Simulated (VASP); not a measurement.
W: single point with PBE

The system is W.

```
W
1.0
    -1.65552    1.54409    1.54409
     1.54409   -1.65552    1.54409
     1.54409    1.54409   -1.65552
W
1
Direct
  0.00000 0.00000 0.00000
```

| Quantity | Value |
| --- | --- |
| Program | VASP 6.6.1 |
| Task | single point |
| Functional | PBE |
| Potentials or basis | VASP PAW PBE potentials, release 64 (W_sv) |
| Cutoff | 520 eV |
| k mesh | 20 × 20 × 20 |
| Occupations | gaussian, width 0.15 eV |
| Spin | no spin polarisation |

```
Pressure               : 40.4 GPa
Band gap on the k mesh : zero (band 7 reaches 17.46 eV, above the bottom of band 8 at 11.42 eV)
```

Stress tensor (GPa, compression positive):
```
40.38 19.28 19.28
19.28 40.38 19.28
19.28 19.28 40.38
```

Levels at points of the mesh, in eV from the Fermi level:
```
           k point  band 4  band 5  band 6  band 7  band 8  band 9  band 10  band 11
(0.00, 0.00, 0.00)  -37.25  -10.12   -2.89   -1.10   -1.10    2.84     2.84    13.23
(0.50, 0.00, 0.00)  -37.69   -6.85   -3.88    1.60    1.83    2.55     6.88    11.08
(0.50, 0.50, 0.00)  -37.34   -6.94   -4.44    0.28    3.14    4.09     6.26    11.14
(0.50, 0.50, 0.50)  -38.56   -6.61   -6.61    4.77    4.77    7.16     8.35     8.35
```

Run time: 61 s on 1 thread of Intel(R) Xeon(R) 6975P-C (Granite Rapids), on a shared host, peak memory 0.24 GiB.

Caveat: spin-orbit coupling is left out, which moves the levels of the heavy elements.
